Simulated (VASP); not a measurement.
Runs of VASP 6.6.1 on Ti. The structure is that of space group P6_3/mmc (No. 194), or close to it. The cells are those of the table. 

| task | cell | cutoff (eV) | gap on the mesh (eV) | pressure (GPa) |
| --- | --- | --- | --- | --- |
| single point | a = 2.912, b = 2.912, c = 4.620 Å, angles 90.0, 90.0, 120.0°, 2 atoms | 520 | none | (a) |
| relaxation of volume and atoms at fixed shape | relaxed from a = 2.950, b = 2.950, c = 4.680 Å, angles 90.0, 90.0, 120.0°, 2 atoms | 600 | none | 0.0 |
| single point | a = 2.898, b = 2.898, c = 4.597 Å, angles 90.0, 90.0, 120.0°, 2 atoms | 520 | none | -0.2 |
| single point | a = 2.883, b = 2.883, c = 4.574 Å, angles 90.0, 90.0, 120.0°, 2 atoms | 520 | none | 1.6 |

Alike in all rows: level PBEsol; potentials or basis VASP PAW PBE potentials, release 64 (Ti_sv); no spin polarisation; k mesh 18 × 18 × 10; smearing gaussian 0.05 eV.

Problem. Fill in the values left out.

Solution. (a) -1.9.

Caveats: the PAW data sets were made with another functional, which shifts forces and pressure a little.

A gap of «none» marks levels without a gap at the run's occupations.
